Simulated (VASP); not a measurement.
Write the native input for VASP 6.6.1 that does the following.

```yaml
Task: single point
Functional: RPBE
Potentials_or_basis: VASP PAW PBE potentials, release 64 (Sb)
Cutoff: 520 eV
k_mesh: 14 × 14 × 14
Occupations: fermi-dirac, width 0.1 eV
Spin: no spin polarisation
Dipole_correction: no
Further_INCAR_settings: ALGO = Normal; EDIFF = 1e-06; NBANDS = 12
```

The structure of Sb lies in POSCAR:

```
Sb
1.0
    2.1700488253      1.2528782735      3.9287231691
   -2.1700488253      1.2528782735      3.9287231691
    0.0000000000     -2.5057565468      3.9287231691
Sb
2
Direct
    0.2303412899      0.2303412899      0.2303412899
    0.7696587101      0.7696587101      0.7696587101
```

These files were run (other wordings do the same):

INCAR

```
ALGO     = Normal         # electronic algorithm
EDIFF    = 1E-6           # SCF threshold, eV
ENCUT    = 520            # plane-wave cutoff, eV
GGA      = RP             # functional
ISIF     = 2              # what is computed and relaxed
ISMEAR   = -1             # smearing method
LASPH    = True           # aspherical terms in the spheres
LCHARG   = False          # write CHGCAR
LREAL    = False          # projectors in reciprocal space
LWAVE    = False          # write WAVECAR
NBANDS   = 12             # bands
NELM     = 100            # most SCF steps
PREC     = Accurate       # precision mode
SIGMA    = 0.1            # smearing width, eV
```

KPOINTS

```
k-points
0
Gamma
  14 14 14
```

Potentials or basis: VASP PAW PBE potentials, release 64 (Sb).

Command:

```console
$ cat potpaw_PBE.64/Sb/POTCAR > POTCAR
$ mpirun -np 1 vasp_std > vasp.out
```

It gave:

```
Pressure               : 2.0 GPa
Largest force          : 0.281 eV/Å
Band gap on the k mesh : zero (bands 5 and 6 overlap by 0.31 eV)
```

Caveat: the PAW data sets were made with another functional, which shifts forces and pressure a little; spin-orbit coupling is left out, which moves the levels of the heavy elements.

Wall time 6.2 min on 1 thread of Intel Xeon 8259CL, with other jobs on the host, peak memory 0.35 GiB.
